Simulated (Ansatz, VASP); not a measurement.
## Two plane-wave programs on Li2ClF

Contents of POSCAR:

```
Li2ClF
1.0
    3.3431460528      0.0000000000      0.0000000000
    0.0000000000      3.3431460528      0.0000000000
    0.0000000000      0.0000000000      4.6012771269
F Li Cl
1 2 1
Direct
    0.0000000000      0.0000000000      0.0000000000
    0.0000000000      0.0000000000      0.5000000000
    0.5000000000      0.5000000000      0.0000000000
    0.5000000000      0.5000000000      0.5000000000
```

INCAR.step1

```
PREC     = Accurate       # precision mode
ENCUT    = 520            # plane-wave cutoff, eV
ISMEAR   = 0              # smearing method
SIGMA    = 0.01           # smearing width, eV
LREAL    = False          # projectors in reciprocal space
LASPH    = True           # aspherical terms in the spheres
NELM     = 60             # most SCF steps
NBANDS   = 18             # bands
GGA      = PE             # functional
ALGO     = Normal         # electronic algorithm
EDIFF    = 1E-4           # SCF threshold, eV
LWAVE    = True           # write WAVECAR
LCHARG   = False          # write CHGCAR
```

File INCAR.step2:

```
PREC     = Accurate       # precision mode
ENCUT    = 520            # plane-wave cutoff, eV
EDIFF    = 1E-6           # SCF threshold, eV
ISMEAR   = 0              # smearing method
SIGMA    = 0.01           # smearing width, eV
LREAL    = False          # projectors in reciprocal space
LASPH    = True           # aspherical terms in the spheres
NELM     = 60             # most SCF steps
ALGO     = Normal         # electronic algorithm
ISIF     = 2              # what is computed and relaxed
LWAVE    = False          # write WAVECAR
LCHARG   = True           # write CHGCAR
METAGGA  = R2SCAN         # meta-GGA
LMIXTAU  = True         
LELF     = True           # ELF
LVHAR    = True         
NBANDS   = 18             # bands
ISTART   = 1
```

File KPOINTS:

```
Automatic mesh
0
Gamma
  6 6 4
```

Input for Ansatz:

```yaml
crystal:
  lattice:
    - [3.3431460528, 0.0, 0.0]
    - [0.0, 3.3431460528, 0.0]
    - [0.0, 0.0, 4.6012771269]
  atoms:
    - { symbol: F, position: [0.0, 0.0, 0.0] }
    - { symbol: Li, position: [0.0, 0.0, 0.5] }
    - { symbol: Cl, position: [0.5, 0.5, 0.5] }
    - { symbol: Li, position: [0.5, 0.5, 0.0] }
kpoints:
  mp_grid: { grid: [6, 6, 4] }
hamiltonian:
  xc: r2scan
scf:
  occupations: { method: fixed }
  n_extra_bands: 5
output:
  forces: true
  stress: true
  eigenvalues: true
```

Alike in both runs: task single point; functional r2SCAN; k mesh 6 × 6 × 4; no spin polarisation.

|  | VASP | Ansatz |
| --- | --- | --- |
| version | VASP 6.6.1 | Ansatz 0.2.0 |
| potentials or method | VASP PAW PBE potentials, release 64 (F, Li_sv, Cl) | plane waves, PAW |
| plane-wave cutoff (eV) | 520 | 500 |
| occupations | gaussian, width 0.01 eV | fixed |
| valence electrons in the cell | 20 | 20 |

VASP gave:

| Property | Result |
| --- | --- |
| gap on the k mesh at the Fermi level (eV) | 7.30 |

Which values does Ansatz return?

gap on the k mesh at the Fermi level (eV): 7.31.

VASP's potentials were made for PBE, not for r2SCAN.

Noted on VASP's run: the cutoff is under 1.25 times that of the potentials, so the pressure is a little rough.
